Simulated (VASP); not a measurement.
Input of a VASP 6.6.1 run:

Contents of INCAR:

```
ALGO = Normal
EDIFF = 1E-7
ENCUT = 520
GGA = CA
ISIF = 2
ISMEAR = -1
LASPH = T
LCHARG = F
LREAL = F
LWAVE = F
NBANDS = 22
NELM = 100
PREC = Accurate
SIGMA = 0.1
```

Contents of KPOINTS:

```
k-points
0
Gamma
  22 22 12
```

The input POSCAR:

```
Rh
1.0
    2.6696811773      0.0000000000      0.0000000000
   -1.3348405886      2.3120117196      0.0000000000
    0.0000000000      0.0000000000      4.3071561064
Rh
2
Direct
    0.3333333333      0.6666666667      0.2500000000
    0.6666666667      0.3333333333      0.7500000000
```

Potentials or basis: VASP PAW LDA potentials, release 64 (Rh_pv).

Launch:

```sh
$ cat potpaw_LDA.64/Rh_pv/POTCAR > POTCAR
$ mpirun -np 1 vasp_std > vasp.out
```

Problem. What does it give for the pressure?

Solution. 0.9 GPa.

Problem. Estimate the band gap on the k mesh.

Solution. Zero (band 15 reaches 13.14 eV, above the bottom of band 16 at 10.60 eV).

Stress tensor (GPa, compression positive):
```
0.83 0.00 0.00
0.00 0.83 0.00
0.00 0.00 0.92
```
